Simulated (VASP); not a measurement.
Crystal: Li4NO.

```
CELL_PARAMETERS angstrom
3.31287 0.00000 0.00000
0.00000 3.31287 0.00000
0.00000 0.00000 4.93652
ATOMIC_POSITIONS crystal
Li 0.00000 0.50000 0.26385
Li 0.00000 0.50000 0.73615
Li 0.50000 0.00000 0.26385
Li 0.50000 0.00000 0.73615
N 0.00000 0.00000 0.00000
O 0.50000 0.50000 0.50000
```

Base run:

```yaml
Program: VASP 6.6.1
Functional: RPBE
Potentials_or_basis: VASP PAW PBE potentials, release 64 (Li_sv, N, O)
Cutoff: 750 eV
k_mesh: 6 × 6 × 4
Occupations: fermi-dirac, width 0.1 eV
Spin: no spin polarisation
```

Its results: band gap on the k mesh zero (an odd number of electrons rules out a gap without spin polarisation); pressure 1.0 GPa; largest force 0.071 eV/Å.

**Question.** The run is repeated on the same cell with these changes: functional from RPBE to BLYP. What comes out?

**Answer.** Band gap on the k mesh zero (an odd number of electrons rules out a gap without spin polarisation); pressure -0.9 GPa; largest force 0.055 eV/Å.

Caveats: the PAW data sets were made with another functional, which shifts forces and pressure a little; an odd number of electrons without spin polarisation forces a metal; a magnetic or distorted state may lie lower.
